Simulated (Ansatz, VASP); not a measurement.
Li in VASP and in Ansatz

Contents of INCAR:

```
PREC = Accurate
ENCUT = 600
EDIFF = 1E-6
ISMEAR = 0
SIGMA = 0.1
LREAL = False
LASPH = True
NELM = 80
ALGO = Normal
ISIF = 3
LWAVE = False
LCHARG = False
GGA = PE
IVDW = 12
IBRION = 2
NSW = 100
EDIFFG = -0.005
```

KPOINTS

```
Automatic mesh
0
Gamma
  18 18 18
```

The input POSCAR:

```
Li
1.0
   -1.6750000000      1.6750000000      1.6750000000
    1.6750000000     -1.6750000000      1.6750000000
    1.6750000000      1.6750000000     -1.6750000000
Li
1
Direct
    0.0000000000      0.0000000000      0.0000000000
```

Input for Ansatz:

```yaml
crystal:
  lattice:
    - [-1.675, 1.675, 1.675]
    - [1.675, -1.675, 1.675]
    - [1.675, 1.675, -1.675]
  atoms:
    - { symbol: Li, position: [0.0, 0.0, 0.0] }
basis:
  ecutwfc: 420
kpoints:
  mp_grid: { grid: [18, 18, 18] }
hamiltonian:
  xc: pbe
  dispersion: d3bj
scf:
  occupations: { method: gaussian, width: 0.1 }
output:
  forces: true
  stress: true
  eigenvalues: true
relax:
  adjacent_minimum: "off"
  f_tol: 0.005
  max_steps: 80
  cell: { stress_tol: 0.05 }
```

Alike in both runs: task relaxation of cell and atoms; functional PBE; dispersion D3(BJ); k mesh 18 × 18 × 18; occupations gaussian, width 0.1 eV; no spin polarisation.

|  | VASP | Ansatz |
| --- | --- | --- |
| version | VASP 6.6.1 | Ansatz 0.2.0 |
| potentials or method | VASP PAW PBE potentials, release 64 (Li_sv), cutoff 600 eV | scalar-relativistic, plane waves, PAW |
| valence electrons in the cell | 3 | 3 |

```csv
,VASP,Ansatz,Ansatz less VASP
"gap on the k mesh at the Fermi level, each at its own relaxed structure (eV)",none,none,-
relaxed volume (Å³/atom),18.16,18.32,+0.161
relaxed length of the cell vector where the two differ most in proportion (Å),2.868,2.876,+0.0085
```

A gap of «none» marks a metal or a gap that the smearing closes.

Noted on VASP's run: the cutoff is under 1.25 times that of the potentials, so the pressure is a little rough.
